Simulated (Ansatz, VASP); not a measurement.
# One calculation of BaS, two programs

```
CELL_PARAMETERS angstrom
0.00000 3.08030 3.08030
3.08030 0.00000 3.08030
3.08030 3.08030 0.00000
ATOMIC_POSITIONS crystal
Ba 0.00000 0.00000 0.00000
S 0.50000 0.50000 0.50000
```

Alike in both runs: task single point; functional PBE; k mesh 8 × 8 × 8; occupations gaussian, width 0.02 eV; no spin polarisation.

|  | VASP | Ansatz |
| --- | --- | --- |
| version | VASP 6.6.1 | Ansatz 0.2.0 |
| potentials or method | VASP PAW PBE potentials, release 64 (Ba_sv, S), cutoff 520 eV | scalar-relativistic, plane waves, PAW |
| valence electrons in the cell | 16 | 16 |

|  | VASP | Ansatz | Ansatz less VASP |
| --- | --- | --- | --- |
| gap on the k mesh at the Fermi level (eV) | 1.89 | 2.01 | +0.126 |
| least direct gap on the mesh (eV) | 1.95 | 2.03 | +0.084 |
| pressure (GPa) | 8.0 | 7.1 | -0.89 |

Neither program's run includes spin-orbit coupling.
